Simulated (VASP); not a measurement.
A run of VASP 6.6.1:

File POSCAR:

```
ZnGeP2
1.0
   -2.7499553847      2.7499553847      5.4216678550
    2.7499553847     -2.7499553847      5.4216678550
    2.7499553847      2.7499553847     -5.4216678550
Zn Ge P
2 2 4
Direct
    0.7500000000      0.2500000000      0.5000000000
    0.0000000000      0.0000000000      0.0000000000
    0.2500000000      0.7500000000      0.5000000000
    0.5000000000      0.5000000000      0.0000000000
    0.1283570628      0.6250000000      0.0033570628
    0.8750000000      0.8716429372      0.4966429372
    0.3750000000      0.3783570628      0.5033570628
    0.6216429372      0.1250000000      0.9966429372
```

File INCAR.step1:

```
SYSTEM = ZnGeP2
  PREC = Accurate
  ENCUT = 550
  ISMEAR = -1
  SIGMA = 0.02
  LREAL = .FALSE.
  LASPH = .TRUE.
  NELM = 120
  GGA = PE
  ALGO = Normal
  EDIFF = 1E-5
  LWAVE = .TRUE.
  LCHARG = .FALSE.
  GGA_COMPAT = .FALSE.
  IBRION = 2
  ISIF = 3
  EDIFFG = -0.005
  NELMIN = 4
  NSW = 100
  KPAR = 4
```

File INCAR.step2:

```
SYSTEM = ZnGeP2
  PREC = Accurate
  ENCUT = 550
  EDIFF = 1E-7
  ISMEAR = -1
  SIGMA = 0.02
  LREAL = .FALSE.
  LASPH = .TRUE.
  NELM = 120
  ALGO = Normal
  ISIF = 3
  LWAVE = .FALSE.
  LCHARG = .FALSE.
  METAGGA = R2SCAN
  LMIXTAU = .TRUE.
  IBRION = 2
  NSW = 80
  EDIFFG = -0.005
  ISTART = 1
  GGA_COMPAT = .FALSE.
  NELMIN = 4
  KPAR = 4
```

Contents of KPOINTS:

```
regular mesh
0
G
  6 6 6
  0 0 0
```

Potentials or basis: VASP PAW PBE potentials, release 64 (Zn, Ge_d, P).

Launch:

```bash
$ cat potpaw_PBE.64/Zn/POTCAR potpaw_PBE.64/Ge_d/POTCAR potpaw_PBE.64/P/POTCAR > POTCAR
$ cp INCAR.step1 INCAR
$ mpirun -np 4 vasp_std > vasp.out
$ cp INCAR.step2 INCAR
$ mpirun -np 4 vasp_std > vasp.out
```

Hardware: 4 MPI ranks on Intel(R) Xeon(R) 6975P-C (Granite Rapids), with other jobs on the host.

Task: Estimate the wall time of this run.

Result: Run time: 22 min on 4 MPI ranks on Intel(R) Xeon(R) 6975P-C (Granite Rapids), on a shared host, peak memory 0.61 GiB a rank. Counts: k points 30, ion steps 6.
